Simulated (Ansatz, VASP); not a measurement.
YbOs3: VASP beside Ansatz

File INCAR:

```
SYSTEM = YbOs3
ALGO = Normal
EDIFF = 1E-6
ENCUT = 520
GGA = PE
ISIF = 2
ISMEAR = 0
LASPH = .True.
LCHARG = .False.
LREAL = .False.
LWAVE = .False.
NBANDS = 32
NELM = 80
PREC = Accurate
SIGMA = 0.05
```

File KPOINTS:

```
k-points
0
Gamma
  8 8 8
  0 0 0
```

Contents of POSCAR:

```
YbOs3
1.0
    3.9856926607      0.0000000000      0.0000000000
    0.0000000000      3.9856926607      0.0000000000
    0.0000000000      0.0000000000      3.9856926607
Yb Os
1 3
Direct
    0.0000000000      0.0000000000      0.0000000000
    0.0000000000      0.5000000000      0.5000000000
    0.5000000000      0.5000000000      0.0000000000
    0.5000000000      0.0000000000      0.5000000000
```

Input for Ansatz:

```yaml
crystal:
  lattice:
    - [3.9856926607, 0.0, 0.0]
    - [0.0, 3.9856926607, 0.0]
    - [0.0, 0.0, 3.9856926607]
  atoms:
    - { symbol: Yb, position: [0.0, 0.0, 0.0] }
    - { symbol: Os, position: [0.0, 0.5, 0.5] }
    - { symbol: Os, position: [0.5, 0.5, 0.0] }
    - { symbol: Os, position: [0.5, 0.0, 0.5] }
basis:
  ecutwfc: 420
  ecutrho_ratio: 4
kpoints:
  mp_grid: { grid: [8, 8, 8] }
hamiltonian:
  xc: pbe
scf:
  occupations: { method: gaussian, width: 0.05 }
output:
  forces: true
  stress: true
  eigenvalues: true
```

Alike in both runs: task single point; functional PBE; k mesh 8 × 8 × 8; occupations gaussian, width 0.05 eV; no spin polarisation.

|  | VASP | Ansatz |
| --- | --- | --- |
| version | VASP 6.6.1 | Ansatz 0.2.0 |
| potentials or method | VASP PAW PBE potentials, release 64 (Yb, Os), cutoff 520 eV | scalar-relativistic, plane waves, PAW |
| valence electrons in the cell | 48 | 72 |

VASP gave:

| Property | Result |
| --- | --- |
| gap on the k mesh at the Fermi level (eV) | none |
| pressure (GPa) | 5.2 |

Question: What did Ansatz give for the same quantities?

Answer: gap on the k mesh at the Fermi level (eV): none; pressure (GPa): 4.9.

A gap of «none» marks a metal or a gap that the smearing closes. The functional is the same, so the differences come from potentials, cutoffs and numerics. VASP's potentials hold 48 valence electrons a cell and Ansatz's 72, so a difference there can come from the potentials and not from the codes.

Spin-orbit coupling is off throughout.
